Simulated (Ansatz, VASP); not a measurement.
Two plane-wave programs on InP

```
CELL_PARAMETERS angstrom
0.00000 3.00666 2.89435
3.00666 0.00000 2.89435
3.00666 3.00666 0.00000
ATOMIC_POSITIONS crystal
In 0.00000 0.00000 0.00000
P 0.25000 0.25000 0.25000
```

Change from the starting cell: epitaxial_xy strain +1.8%.

Alike in both runs: task single point; functional HSE06; k mesh 6 × 6 × 6; no spin polarisation.

```csv
,VASP,Ansatz
version,VASP 6.6.1,Ansatz 0.2.0
potentials or method,"VASP PAW PBE potentials, release 64 (In_d, P)","plane waves, PAW"
plane-wave cutoff (eV),520,420
occupations,"gaussian, width 0.01 eV",fixed
valence electrons in the cell,18,18
```

```tsv
	VASP	Ansatz	Ansatz less VASP
gap on the k mesh at the Fermi level (eV)	1.14	1.14	+0.003
pressure (GPa)	-1.4	-1.3	+0.15
traceless stress, the component that is largest in VASP (GPa)	1.13	1.12	-0.004
```

Ansatz's warnings: stress exchange threshold loose, stress scf threshold loose.
